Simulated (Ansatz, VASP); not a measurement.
One calculation of Te2Mo, two programs

```
Te Mo
1.0
     3.51227    0.00000    0.00000
    -1.75614    3.04172    0.00000
     0.00000    0.00000   24.47593
Te Mo
4 2
Direct
  0.33333 0.66667 0.22364
  0.66667 0.33333 0.92063
  0.66667 0.33333 0.77636
  0.33333 0.66667 0.07937
  0.66667 0.33333 0.15154
  0.33333 0.66667 0.84846
```

Change from the starting cell: volume scaled by 0.96.

Alike in both runs: task single point; functional PBEsol; k mesh 9 × 9 × 2; occupations fermi-dirac, width 0.05 eV; no spin polarisation.

```csv
,VASP,Ansatz
version,VASP 6.6.1,Ansatz 0.2.0
potentials or method,"VASP PAW PBE potentials, release 64 (Te, Mo_sv), cutoff 520 eV","all-electron LAPW, scalar-relativistic"
```

Ansatz gave:

- gap on the k mesh at the Fermi level (eV): 1.09
- least direct gap on the mesh (eV): 1.09
- rms of the force components (eV/Å): 0.224

Q: Which values does VASP return?

A: gap on the k mesh at the Fermi level (eV): 1.08; least direct gap on the mesh (eV): 1.08; rms of the force components (eV/Å): 0.240.

VASP's potentials were made for PBE, not for PBEsol. Atom by atom the forces differ by 0.016 eV/Å (rms over components). Ansatz ran all-electron here, and VASP with PAW potentials.

Neither program's run includes spin-orbit coupling.
